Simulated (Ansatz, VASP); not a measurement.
InAs in VASP and in Ansatz

```
CELL_PARAMETERS angstrom
3.41214 0.00000 0.00000
-1.70607 2.95500 0.00000
0.00000 0.00000 5.56770
ATOMIC_POSITIONS crystal
In 0.00000 0.00000 0.00000
As 0.00000 0.00000 0.50000
```

Alike in both runs: task relaxation of cell and atoms; functional PBE; k mesh 6 × 6 × 4; occupations gaussian, width 0.1 eV; no spin polarisation.

```csv
,VASP,Ansatz
version,VASP 6.6.1,Ansatz 0.2.0
potentials or method,"VASP PAW PBE potentials, release 64 (In_d, As), cutoff 500 eV","scalar-relativistic, plane waves, PAW"
valence electrons in the cell,18,28
```

|  | VASP | Ansatz | Ansatz less VASP |
| --- | --- | --- | --- |
| gap on the k mesh at the Fermi level, each at its own relaxed structure (eV) | none | none | - |
| relaxed volume (Å³/atom) | 23.27 | 23.30 | +0.030 |
| relaxed cell length with the largest relative difference (Å) | 3.115 | 3.119 | +0.0040 |

A gap of «none» marks a metal or a gap that the smearing closes. VASP's potentials hold 18 valence electrons a cell and Ansatz's 28, so a difference there can come from the potentials and not from the codes.

Noted on VASP's run: the volume moved by over 15 % at a fixed basis, so the end points are rough.
